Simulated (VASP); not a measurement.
# P in VASP: further runs, part 2 of 2

VASP 6.6.1. Earlier steps stand in the parts before.

## 3. Single point, PBEsol (strain +0.000 along x and y, +0.015 along z)

File INCAR:

```
SYSTEM = P
PREC = Accurate ; ENCUT = 520
EDIFF = 1E-6 ; ISMEAR = 0
SIGMA = 0.05 ; LREAL = .False.
LASPH = .True. ; NELM = 60
ALGO = Normal ; ISIF = 2
LWAVE = .False. ; LCHARG = .True.
GGA = PS ; LELF = .True.
LVHAR = .True. ; NBANDS = 18
```

File KPOINTS:

```
Automatic mesh
0
Gamma
  8 1 6
  0 0 0
```

File POSCAR:

```
P
1.0
    3.2837277200      0.0000000000      0.0000000000
    0.0000000000     34.8570309900      0.0000000000
    0.0000000000      0.0000000000      4.7015659806
P
4
Direct
    0.0000000000      0.9702614300      0.5921507200
    0.0000000000      0.0297385700      0.4078492800
    0.5000000000      0.0297385700      0.0921507200
    0.5000000000      0.9702614300      0.9078492800
```

Potentials or basis: VASP PAW PBE potentials, release 64 (P).

Started as:

```bash
cat potpaw_PBE.64/P/POTCAR > POTCAR
mpirun -np 1 vasp_std > vasp.out
```

OUTCAR:

```text
SYSTEM = P
   PREC = Accurate
   ENCUT = 520
   EDIFF = 1E-6
   ISMEAR = 0
   LREAL = .False.
   LASPH = .True.
   NELM = 60
   ISIF = 2
   GGA = PS

 ion  position               nearest neighbor table
   1  0.000  0.970  0.592-   4 2.21   4 2.21   2 2.25
   2  0.000  0.030  0.408-   3 2.21   3 2.21   1 2.25
   3  0.500  0.030  0.092-   2 2.21   2 2.21   4 2.25
   4  0.500  0.970  0.908-   1 2.21   1 2.21   3 2.25

  LATTYP: Found a simple orthorhombic cell.
 ALAT       =     3.2837277200
 B/A-ratio  =     1.4317770478
 C/A-ratio  =    10.6150795566

  Lattice vectors:

 A1 = (  -3.2837277200,   0.0000000000,   0.0000000000)
 A2 = (   0.0000000000,   0.0000000000,   4.7015659806)
 A3 = (   0.0000000000,  34.8570309900,   0.0000000000)

Analysis of symmetry for initial positions (statically):
=====================================================================
 Subroutine PRICEL returns:
 Original cell was already a primitive cell.

 Routine SETGRP: Setting up the symmetry group for a
 simple orthorhombic supercell.

 Subroutine GETGRP returns: Found  8 space group operations
 (whereof  4 operations were pure point group operations)
 out of a pool of  8 trial point group operations.

The static configuration has the point symmetry C_2h.
 The point group associated with its full space group is D_2h.

Analysis of symmetry for dynamics (positions and initial velocities):
=====================================================================
 Subroutine PRICEL returns:
 Original cell was already a primitive cell.

 Routine SETGRP: Setting up the symmetry group for a
 simple orthorhombic supercell.

 Subroutine GETGRP returns: Found  8 space group operations
 (whereof  4 operations were pure point group operations)
 out of a pool of  8 trial point group operations.

The dynamic configuration has the point symmetry C_2h.
 The point group associated with its full space group is D_2h.

 Subroutine INISYM returns: Found  8 space group operations
 (whereof  4 operations are pure point group operations),
 and found     1 'primitive' translations

----------------------------------------------------------------------------------------

                                     Primitive cell

  volume of cell :     538.1459

  direct lattice vectors                    reciprocal lattice vectors
     3.283727720  0.000000000  0.000000000     0.304531948  0.000000000  0.000000000
     0.000000000 34.857030990  0.000000000     0.000000000  0.028688617  0.000000000
     0.000000000  0.000000000  4.701565981     0.000000000  0.000000000  0.212695090

  length of vectors
     3.283727720 34.857030990  4.701565981     0.304531948  0.028688617  0.212695090

  position of ions in fractional coordinates (direct lattice)
     0.000000000  0.970261430  0.592150720
     0.000000000  0.029738570  0.407849280
     0.500000000  0.029738570  0.092150720
     0.500000000  0.970261430  0.907849280

  ion indices of the primitive-cell ions
   primitive index   ion index
                 1           1
                 2           2
                 3           3
                 4           4

----------------------------------------------------------------------------------------

 KPOINTS: Automatic mesh

Automatic generation of k-mesh.
 Grid dimensions read from file:
 generate k-points for:    8    1    6

 Generating k-lattice:

  Cartesian coordinates                     Fractional coordinates (reciprocal lattice)
     0.038066494  0.000000000  0.000000000     0.125000000  0.000000000  0.000000000
     0.000000000  0.028688617  0.000000000     0.000000000  1.000000000  0.000000000
     0.000000000  0.000000000  0.035449182     0.000000000  0.000000000  0.166666667

  Length of vectors
     0.038066494  0.028688617  0.035449182

  Shift w.r.t. Gamma in fractional coordinates (k-lattice)
     0.000000000  0.000000000  0.000000000

 Subroutine IBZKPT returns following result:
 ===========================================

 Found     20 irreducible k-points:

 Following reciprocal coordinates:
            Coordinates               Weight
  0.000000  0.000000  0.000000      1.000000
  0.125000  0.000000  0.000000      2.000000
  0.250000  0.000000  0.000000      2.000000
  0.375000  0.000000  0.000000      2.000000
  0.500000  0.000000  0.000000      1.000000
  0.000000  0.000000  0.166667      2.000000
[... 12 lines left out ...]
  0.375000  0.000000  0.500000      2.000000
  0.500000  0.000000  0.500000      1.000000
   k-points           NKPTS =     20   k-points in BZ     NKDIM =     20   number of bands    NBANDS=     18
   number of dos      NEDOS =    301   number of ions     NIONS =      4
   total plane-waves  NPLWV = 233280
   dimension x,y,z NGX =    24 NGY =  270 NGZ =   36
   dimension x,y,z NGXF=    48 NGYF=  540 NGZF=   72
   ions per type =               4
   NGX,Y,Z   is equivalent  to a cutoff of  12.15, 12.88, 12.73 a.u.
   NGXF,Y,Z  is equivalent  to a cutoff of  24.30, 25.75, 25.46 a.u.
 SYSTEM =  P
   PREC   = accura    normal or accurate (medium, high low for compatibility)
   ISTART =      0    job   : 0-new  1-cont  2-samecut
   ICHARG =      2    charge: 1-file 2-atom 10-const
   ISPIN  =      1    spin polarized calculation?
   LNONCOLLINEAR =      F non collinear calculations
   LSORBIT =      F    spin-orbit coupling
   LASPH  =      T    aspherical Exc in radial PAW
   ENCUT  =  520.0 eV  38.22 Ry    6.18 a.u.   6.11 64.81  8.74*2*pi/ulx,y,z
   NELM   =     60;   NELMIN=  2; NELMDL= -5     # of ELM steps
   EDIFF  = 0.1E-05   stopping-criterion for ELM
   LREAL  =      F    real-space projection
[... 7 lines left out ...]
   TEBEG  =    0.0;   TEEND  =   0.0 temperature during run
   PSTRESS=    0.0 pullay stress
   NELECT =      20.0000    total number of electrons
   NUPDOWN=      -1.0000    fix difference up-down
   EMIN   =  10.00;   EMAX   =-10.00  energy-range for DOS
   EFERMI =   0.00;   METHOD = LEGACY
   ISMEAR =     0;   SIGMA  =   0.05  broadening in eV -4-tet -1-fermi 0-gaus
   EFERMI_NEDOS =   21; number of points for ismear=-14 and -15
   IALGO  =     38    algorithm
   IMIX   =      4    mixing-type and parameters
     AMIX     =   0.40;   BMIX     =  1.00
     AMIX_MAG =   1.60;   BMIX_MAG =  1.00
  volume/ion in A,a.u.               =     134.54       907.90
  Fermi-wavevector in a.u.,A,eV,Ry     =   0.546326  1.032406  4.060952  0.298472
  Thomas-Fermi vector in A             =   1.576085
   LORBIT       =      0    0 simple, 1 ext, 2 COOP (PROOUT), +10 PAW based schemes
   GGA     = PS    functional components
   LHFCALC =     F    Hartree Fock is set to
   AEXX    =    0.0000 exact exchange contribution
   IVDW    =     0    specifies the selected vdW correction
   LEPSILON=     F    determine dielectric tensor
   LRPA    =     F    only Hartree local field effects (RPA)
 non-spin polarized calculation
 Gauss-broadening in eV      SIGMA  =   0.05
  energy-cutoff  :      520.00
  volume of cell :      538.15
 maximum number of plane-waves:     14568
   NGX = 13   NGY =129   NGZ = 17

 number of electron      20.0000000 magnetization

 Free energy of the ion-electron system (eV)
  ---------------------------------------------------
  ext. energy  EPLUGINS =         0.00000000
  ---------------------------------------------------
  free energy    TOTEN  =       -22.80552626 eV

  energy without entropy =      -22.80552626  energy(sigma->0) =      -22.80552626

 E-fermi :  -3.2964     XC(G=0):  -1.7655

 val. band max:       -3.5377624631   @ k =   0.0000   0.0000   0.0000
 cond. band min:      -2.5536637329   @ k =   0.0000   0.0000   0.0000
 fundamental gap:      0.9840987302
 Fermi energy:        -3.2963884478

 k-point     1 :       0.0000    0.0000    0.0000
  band No.  band energies     occupation
      1     -18.5264      2.00000
      2     -16.0612      2.00000
      3     -12.8456      2.00000
      4      -9.2400      2.00000
      5      -8.2516      2.00000
      6      -8.0847      2.00000
[... 10 lines left out ...]
     17       1.5785      0.00000
     18       1.7197      0.00000
[... 379 lines left out ...]
 k-point    20 :       0.5000    0.0000    0.5000
  band No.  band energies     occupation
      1     -15.3570      2.00000
      2     -15.3570      2.00000
      3     -13.3890      2.00000
      4     -13.3890      2.00000
      5      -8.5119      2.00000
      6      -8.5119      2.00000
[... 10 lines left out ...]
     17       3.0382      0.00000
     18       3.0382      0.00000

------------------------ aborting loop because EDIFF is reached ----------------------------------------

  FORCE on cell =-STRESS in cart. coord.  units (eV):
  Direction    XX          YY          ZZ          XY          YZ          ZX
  --------------------------------------------------------------------------------------
  -------------------------------------------------------------------------------------
  Total       -0.9509427      0.0062873     -1.1293830      0.0000000      0.0000000      0.0000000
  in kB       -2.8311629      0.0187185     -3.3624186      0.0000000      0.0000000      0.0000000
  external PRESSURE =      -2.0582877 kB  Pullay stress =       0.0000000 kB

 VOLUME and BASIS-vectors are now :
 -----------------------------------------------------------------------------
  energy-cutoff  :      520.00
  volume of cell :      538.15
      direct lattice vectors                 reciprocal lattice vectors
     3.283727720  0.000000000  0.000000000     0.304531948  0.000000000  0.000000000
     0.000000000 34.857030990  0.000000000     0.000000000  0.028688617  0.000000000
     0.000000000  0.000000000  4.701565981     0.000000000  0.000000000  0.212695090

 POSITION                                       TOTAL-FORCE (eV/Angst)
 -----------------------------------------------------------------------------------
      0.00000     33.82043      2.78404        -0.000000     -0.004927     -0.027540
      0.00000      1.03660      1.91753        -0.000000      0.004927      0.027540
      1.64186      1.03660      0.43325         0.000000      0.004927     -0.027540
      1.64186     33.82043      4.26831        -0.000000     -0.004927      0.027540
 -----------------------------------------------------------------------------------
    total drift:                               -0.000000      0.000000     -0.000000

  FREE ENERGIE OF THE ION-ELECTRON SYSTEM (eV)
  ---------------------------------------------------
  free  energy   TOTEN  =       -22.8055262641 eV

  energy  without entropy=      -22.8055262641  energy(sigma->0) =      -22.80552626
```

OSZICAR:

```text
N       E                     dE             d eps       ncg     rms          rms(c)
DAV:   1     0.137788819384E+03    0.13779E+03   -0.54048E+03   720   0.714E+02
DAV:   2    -0.453156872540E+01   -0.14232E+03   -0.13158E+03  1160   0.133E+02
DAV:   3    -0.226098372082E+02   -0.18078E+02   -0.17905E+02   992   0.563E+01
DAV:   4    -0.230338019336E+02   -0.42396E+00   -0.42256E+00   994   0.108E+01
[... 12 lines left out ...]
DAV:  17    -0.228054837887E+02   -0.20532E-04   -0.35096E-07   778   0.281E-03    0.141E-03
DAV:  18    -0.228055120818E+02   -0.28293E-04   -0.73241E-07   730   0.271E-03    0.412E-03
DAV:  19    -0.228055175878E+02   -0.55060E-05   -0.72477E-08   788   0.105E-03    0.165E-03
DAV:  20    -0.228055260199E+02   -0.84322E-05   -0.29156E-07   682   0.181E-03    0.303E-03
DAV:  21    -0.228055262641E+02   -0.24412E-06   -0.13959E-08   738   0.709E-04
   1 F= -.22805526E+02 E0= -.22805526E+02  d E =-.445585E-13
```

Wall time 2.1 min (1 thread of Intel Xeon 6975P-C (Granite Rapids), shared host); peak memory 0.56 GiB.

Results:

- Free energy: -22.8055 eV
- Largest force: 0.028 eV/Å
- Band gap on the k mesh: 0.98 eV

Forces in eV/Å, atoms in the order of the input:
```
P    0.000 -0.005 -0.028
P    0.000  0.005  0.028
P    0.000  0.005 -0.028
P    0.000 -0.005  0.028
```

Caveat: the cell differs from its parent crystal (strain +0.000 along x and y, +0.015 along z); the PAW data sets were made with another functional, which shifts forces and pressure a little.

## 4. Single point, PBEsol (strain +0.015 along x and y, -0.015 along z)

File INCAR:

```
SYSTEM = P
ALGO = Normal
EDIFF = 1E-6
ENCUT = 520
GGA = PS
ISIF = 2
ISMEAR = 0
LASPH = .TRUE.
LCHARG = .FALSE.
LREAL = .FALSE.
LWAVE = .FALSE.
NBANDS = 18
NELM = 60
PREC = Accurate
SIGMA = 0.05
```

File KPOINTS:

```
k-points
0
G
  8 1 6
  0 0 0
```

File POSCAR:

```
P
1.0
    3.3329836358      0.0000000000      0.0000000000
    0.0000000000     35.3798864548      0.0000000000
    0.0000000000      0.0000000000      4.5626034394
P
4
Direct
    0.0000000000      0.9702614300      0.5921507200
    0.0000000000      0.0297385700      0.4078492800
    0.5000000000      0.0297385700      0.0921507200
    0.5000000000      0.9702614300      0.9078492800
```

Potentials or basis: VASP PAW PBE potentials, release 64 (P).

Started as:

```bash
cat potpaw_PBE.64/P/POTCAR > POTCAR
mpirun -np 1 vasp_std > vasp.out
```

OUTCAR:

```text
SYSTEM = P
   EDIFF = 1E-6
   ENCUT = 520
   GGA = PS
   ISIF = 2
   ISMEAR = 0
   LASPH = .TRUE.
   LREAL = .FALSE.
   NELM = 60
   PREC = Accurate

 ion  position               nearest neighbor table
   1  0.000  0.970  0.592-   4 2.20   4 2.20   2 2.27
   2  0.000  0.030  0.408-   3 2.20   3 2.20   1 2.27
   3  0.500  0.030  0.092-   2 2.20   2 2.20   4 2.27
   4  0.500  0.970  0.908-   1 2.20   1 2.20   3 2.27

  LATTYP: Found a simple orthorhombic cell.
[... 614 lines left out ...]

  FORCE on cell =-STRESS in cart. coord.  units (eV):
  Direction    XX          YY          ZZ          XY          YZ          ZX
  --------------------------------------------------------------------------------------
  -------------------------------------------------------------------------------------
  Total       -1.5774683     -0.7338733      0.1558789      0.0000000      0.0000000      0.0000000
  in kB       -4.6975225     -2.1853919      0.4641898      0.0000000      0.0000000      0.0000000
  external PRESSURE =      -2.1395749 kB  Pullay stress =       0.0000000 kB

 VOLUME and BASIS-vectors are now :
 -----------------------------------------------------------------------------
  energy-cutoff  :      520.00
  volume of cell :      538.02
      direct lattice vectors                 reciprocal lattice vectors
     3.332983636  0.000000000  0.000000000     0.300031476  0.000000000  0.000000000
     0.000000000 35.379886455  0.000000000     0.000000000  0.028264647  0.000000000
     0.000000000  0.000000000  4.562603439     0.000000000  0.000000000  0.219173113

 POSITION                                       TOTAL-FORCE (eV/Angst)
 -----------------------------------------------------------------------------------
      0.00000     34.32774      2.70175         0.000000      0.171014     -0.447462
      0.00000      1.05215      1.86085        -0.000000     -0.171014      0.447462
      1.66649      1.05215      0.42045         0.000000     -0.171014     -0.447462
      1.66649     34.32774      4.14216        -0.000000      0.171014      0.447462
 -----------------------------------------------------------------------------------
    total drift:                               -0.000000      0.000000     -0.000000

  FREE ENERGIE OF THE ION-ELECTRON SYSTEM (eV)
  ---------------------------------------------------
  free  energy   TOTEN  =       -22.7952046986 eV

  energy  without entropy=      -22.7952046986  energy(sigma->0) =      -22.79520470
```

stdout:

```text
POSCAR found type information on POSCAR P
 POSCAR found :  1 types and       4 ions
 scaLAPACK will be used
 -----------------------------------------------------------------------------
|                                                                             |
|                                                                             |
|     You enforced a specific xc type in the INCAR file but a different       |
|     I HOPE YOU KNOW WHAT YOU ARE DOING!                                     |
|                                                                             |
 -----------------------------------------------------------------------------

 LDA part: xc-table for (Slater+PW92), standard interpolation
 POSCAR, INCAR and KPOINTS ok, starting setup
 FFT: planning ... GRIDC
 FFT: planning ... GRID_SOFT
 FFT: planning ... GRID
 WAVECAR not read
 entering main loop
```

Run time: 2.4 min. Hardware: 1 thread of Intel Xeon 6975P-C (Granite Rapids), shared host; peak memory 0.63 GiB.

Results:

```
Free energy            : -22.7952 eV
Largest force          : 0.479 eV/Å
Band gap on the k mesh : 0.75 eV
```

Forces on the atoms (eV/Å):
```
P    0.000  0.171 -0.447
P    0.000 -0.171  0.447
P    0.000 -0.171 -0.447
P    0.000  0.171  0.447
```

Caveat: the cell differs from its parent crystal (strain +0.015 along x and y, -0.015 along z); the PAW data sets were made with another functional, which shifts forces and pressure a little.

## 5. The runs side by side

| cell | gap on the mesh (eV) | largest force (eV/Å) |
| --- | --- | --- |
| a = 3.333, b = 35.380, c = 4.493 Å, 4 atoms | 0.67 | 0.69 |
| a = 3.284, b = 34.857, c = 4.702 Å, 4 atoms | 0.98 | 0.03 |
| a = 3.333, b = 35.380, c = 4.563 Å, 4 atoms | 0.75 | 0.48 |

Alike in all rows: task single point; level PBEsol; potentials or basis VASP PAW PBE potentials, release 64 (P); no spin polarisation; k mesh 8 × 1 × 6; cutoff (eV) 520; smearing gaussian 0.05 eV.

Caveats: the PAW data sets were made with another functional, which shifts forces and pressure a little.

Total energies depend on the potentials used, so only differences within one code and one set of settings carry meaning.
